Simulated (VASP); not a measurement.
A run of VASP 6.6.1 is set up as follows.

Contents of INCAR:

```
SYSTEM = GaAs
  PREC = Accurate
  ENCUT = 520
  EDIFF = 1E-6
  ISMEAR = 0
  SIGMA = 0.01
  LREAL = .False.
  LASPH = .True.
  NELM = 100
  ALGO = Normal
  ISIF = 2
  LWAVE = .False.
  LCHARG = .False.
  GGA = PS
  NBANDS = 16
```

KPOINTS

```
Automatic mesh
0
Gamma
  8 8 8
  0 0 0
```

File POSCAR:

```
GaAs
1.0
    2.8150015520      2.8150015520      0.0000000000
   -2.8150015520      2.8150015520      0.0000000000
    0.0000000000      2.8150015520      2.8376347303
Ga As
1 1
Direct
    0.0000000000      0.0000000000      0.0000000000
    0.7500000000      0.2500000000      0.5000000000
```

Potentials or basis: VASP PAW PBE potentials, release 64 (Ga_d, As).

Run with:

```console
$ cat potpaw_PBE.64/Ga_d/POTCAR potpaw_PBE.64/As/POTCAR > POTCAR
$ mpirun -np 1 vasp_std > vasp.out
```

Task: Estimate the band gap on the k mesh.

Result: 0.47 eV, direct.

Task: Predict the pressure.

Result: 0.7 GPa.

Stress tensor (GPa, compression positive):
```
0.84 0.00 0.00
0.00 0.84 0.00
0.00 0.00 0.34
```

Caveat: the cell differs from its parent crystal (in-plane strain -0.005); the PAW data sets were made with another functional, which shifts forces and pressure a little. A k mesh can miss the band edges.
